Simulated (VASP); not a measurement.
Write the native input for VASP 6.6.1 that does the following.

```yaml
Task: single point
Functional: r2SCAN
Potentials_or_basis: VASP PAW PBE potentials, release 64 (O, H, Na_pv)
Cutoff: 580 eV
k_mesh: 1 × 1 × 1
Occupations: fermi-dirac, width 0.05 eV
Spin: no spin polarisation
Dipole_correction: no
Further_INCAR_settings: ALGO = Normal; EDIFF = 1e-06; NBANDS = 47
```

System: NaH13O7.

```
O H Na
1.0
     6.62822    0.00000    0.00000
     0.00000    6.62822    0.00000
     0.00000    0.00000    6.62822
O H Na
7 13 1
Cartesian
  4.9890 -0.2268 3.5818
  4.4088 1.5794 5.6030
  2.4876 5.3932 5.3313
  0.2870 1.0278 2.3137
  3.3866 4.7946 1.5316
  6.6214 4.2866 4.6221
  1.6290 3.2414 2.7598
  5.8046 0.2552 3.2258
  4.6748 -0.8238 2.8508
  4.8792 1.0550 6.2606
  4.3029 0.9824 4.8434
  2.8966 5.8846 4.5858
  1.5780 5.0587 5.0929
  1.1470 0.7376 1.9611
  0.6812 1.9669 2.5178
  2.7439 5.3716 1.1006
  2.9097 4.0950 2.0807
  7.1708 3.8886 3.8905
  6.2609 4.9973 4.0919
  2.1065 2.8443 3.5289
  4.4840 3.9583 6.0804
```

One way to write it, as run:

POSCAR

```
NaH13O7
1.0
    6.6282230000      0.0000000000      0.0000000000
    0.0000000000      6.6282230000      0.0000000000
    0.0000000000      0.0000000000      6.6282230000
O H Na
7 13 1
Direct
    0.7526904270     -0.0342173159      0.5403861638
    0.6651556533      0.2382840770      0.8453246066
    0.3753042105      0.8136720807      0.8043332278
    0.0432996898      0.1550641854      0.3490679176
    0.5109363400      0.7233612991      0.2310724911
    0.9989706140      0.6467193394      0.6973362242
    0.2457672290      0.4890300160      0.4163710243
    0.8757399985      0.0385020238      0.4866764440
    0.7052870732     -0.1242867055      0.4301001943
    0.7361249010      0.1591678494      0.9445367182
    0.6491785204      0.1482146874      0.7307237551
    0.4370100402      0.8878095984      0.6918596432
    0.2380728590      0.7632060659      0.7683658199
    0.1730478893      0.1112817116      0.2958711558
    0.1027726436      0.2967462018      0.3798604845
    0.4139721913      0.8104132888      0.1660475213
    0.4389864372      0.6178126475      0.3139152077
    1.0818585917      0.5866730796      0.5869597326
    0.9445819792      0.7539426480      0.6173449505
    0.3178076537      0.4291195393      0.5324051409
    0.6765010773      0.5971887186      0.9173499443
```

INCAR.step1

```
SYSTEM = NaH13O7
  PREC = Accurate
  ENCUT = 580
  ISMEAR = -1
  SIGMA = 0.05
  LREAL = .False.
  LASPH = .True.
  NELM = 120
  NBANDS = 47
  GGA = PE
  ALGO = Normal
  EDIFF = 1E-5
  LWAVE = .True.
  LCHARG = .False.
  GGA_COMPAT = .False.
```

INCAR.step2

```
SYSTEM = NaH13O7
  PREC = Accurate
  ENCUT = 580
  EDIFF = 1E-6
  ISMEAR = -1
  SIGMA = 0.05
  LREAL = .False.
  LASPH = .True.
  NELM = 120
  ALGO = Normal
  ISIF = 2
  LWAVE = .False.
  LCHARG = .True.
  METAGGA = R2SCAN
  LMIXTAU = .True.
  LELF = .True.
  LVHAR = .True.
  NBANDS = 47
  ISTART = 1
  GGA_COMPAT = .False.
```

KPOINTS

```
Automatic mesh
0
Gamma
  1 1 1
  0 0 0
```

Potentials or basis: VASP PAW PBE potentials, release 64 (O, H, Na_pv).

Run with:

```sh
$ cat potpaw_PBE.64/O/POTCAR potpaw_PBE.64/H/POTCAR potpaw_PBE.64/Na_pv/POTCAR > POTCAR
$ cp INCAR.step1 INCAR
$ mpirun -np 1 vasp_gam > vasp.out
$ cp INCAR.step2 INCAR
$ mpirun -np 1 vasp_gam > vasp.out
```

It gave:

```
Pressure      : -2.0 GPa
Largest force : 1.423 eV/Å
```

Caveat: the k points lie up to 0.95 Å⁻¹ apart; the PAW data sets were made with another functional, which shifts forces and pressure a little.

Run time: 5.2 min on 1 thread of Intel Xeon 8259CL, with other jobs on the host, peak memory 0.42 GiB.
